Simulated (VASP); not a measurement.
Write the native input for VASP 6.6.1 that does the following.

```
Task                   : single point
Functional             : PBE
Dispersion             : D3(BJ)
Potentials or basis    : VASP PAW PBE potentials, release 64 (O, Sn_d, C)
Cutoff                 : 520 eV
k mesh                 : 7 × 5 × 1
Occupations            : gaussian, width 0.1 eV
Spin                   : no spin polarisation
Dipole correction      : yes
Further INCAR settings : ALGO = Normal; EDIFF = 1e-06; NBANDS = 56
```

The structure of Sn4CO5 lies in POSCAR:

```
Sn4CO5
1.0
    3.8363721002      0.0000000000      0.0000000000
    0.0000000000      6.1139356385      0.0000000000
    0.0000000000      0.0000000000     23.5716647163
O Sn C
5 4 1
Direct
    0.0000000000      0.3937311023      0.1696952696
    0.5000000000      0.5905966535      0.2330578883
    0.0000000000      0.7891442537      0.2961091552
    0.5000000000      0.9914786425      0.3572791662
    0.7500000000      1.2414786425      0.4887930002
    0.5000000000      0.2462583299      0.2005207369
    0.0000000000      0.7380694259      0.2022324210
    0.5000000000      0.6484830666      0.3298598441
    0.0000000000      0.1189669685      0.3265941606
    0.7500000000      1.2414786425      0.5375803902
```

One way to write it, as run:

INCAR

```
SYSTEM = Sn4CO5
PREC = Accurate ; ENCUT = 520
EDIFF = 1E-6 ; ISMEAR = 0
SIGMA = 0.1 ; LREAL = .False.
LASPH = .True. ; NELM = 100
ALGO = Normal ; ISIF = 2
LWAVE = .False. ; LCHARG = .False.
LDIPOL = .True. ; IDIPOL = 3
DIPOL = 0.5 0.5 0.314 ; GGA = PE
IVDW = 12 ; NBANDS = 56
```

KPOINTS

```
Automatic mesh
0
Gamma
  7 5 1
  0 0 0
```

Potentials or basis: VASP PAW PBE potentials, release 64 (O, Sn_d, C).

Run with:

```sh
$ cat potpaw_PBE.64/O/POTCAR potpaw_PBE.64/Sn_d/POTCAR potpaw_PBE.64/C/POTCAR > POTCAR
$ mpirun -np 1 vasp_std > vasp.out
```

It gave:

```
Largest force              : 1.265 eV/Å
Band gap on the k mesh     : 0.91 eV (least direct gap 0.96 eV)
Dispersion energy per atom : -0.129 eV
```

Caveat: spin-orbit coupling is left out, which moves the levels of the heavy elements.

Run time: 36 min on 1 thread of Intel Xeon 8259CL, on a shared host, peak memory 0.85 GiB.
